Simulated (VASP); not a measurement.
Pt: relaxation of volume and atoms at fixed shape with LDA

The system is Pt.

```
CELL_PARAMETERS angstrom
0.00000 1.96090 1.96090
1.96090 0.00000 1.96090
1.96090 1.96090 0.00000
ATOMIC_POSITIONS crystal
Pt 0.00000 0.00000 0.00000
```

```
Program                : VASP 6.6.1
Task                   : relaxation of volume and atoms at fixed shape
Functional             : LDA
Potentials or basis    : VASP PAW LDA potentials, release 64 (Pt)
Cutoff                 : 600 eV
k mesh                 : 19 × 19 × 19
Occupations            : gaussian, width 0.1 eV
Spin                   : no spin polarisation
Dipole correction      : no
Further INCAR settings : ALGO = Normal; EDIFF = 1e-06; IBRION = 2; EDIFFG = -0.02; NSW = 60; ISIF = 8
```

- Relaxed volume: 14.81 Å³/atom
- Relaxed cell: a = 2.756 Å, b = 2.756 Å, c = 2.756 Å, α = 60.00°, β = 60.00°, γ = 60.00°
- Space group after relaxing (to 0.1 Å): Fm-3m (No. 225)
- Energy gained by relaxing: 4.9 meV/atom
- Ionic steps: 3
- Pressure after relaxing: -0.1 GPa
- Band gap on the k mesh: zero (bands 5 and 6 overlap by 2.27 eV)

Step by step:
| step | energy change (eV) | largest force (eV/Å) | pressure (GPa) | volume (Å³) |
| --- | --- | --- | --- | --- |
| 1 | 0.0000 | 0.0000 | -5.49 | 15.08 |
| 2 | 0.0441 | 0.0000 | 20.38 | 13.98 |
| 3 | -0.0049 | 0.0000 | -0.13 | 14.81 |

Final structure:
```cif
data_structure
_symmetry_space_group_name_H-M 'P 1'
_symmetry_Int_Tables_number 1
_cell_length_a 2.7562
_cell_length_b 2.7562
_cell_length_c 2.7562
_cell_angle_alpha 60.000
_cell_angle_beta 60.000
_cell_angle_gamma 60.000
_cell_volume 14.81
loop_
_atom_site_label
_atom_site_type_symbol
_atom_site_fract_x
_atom_site_fract_y
_atom_site_fract_z
_atom_site_occupancy
Pt1 Pt 0.00000 0.00000 0.00000 1
```

Levels at points of the mesh, in eV from the Fermi level:
```
           k point  band 3  band 4  band 5  band 6  band 7  band 8
(0.00, 0.00, 0.00)   -3.92   -3.92   -1.66   -1.66   14.58   19.61
```

It took 100 s on 1 thread of Intel Xeon 8259CL (shared host), peak memory 0.18 GiB.

Caveat: spin-orbit coupling is left out, which moves the levels of the heavy elements. LDA usually gives volumes a few per cent too small.
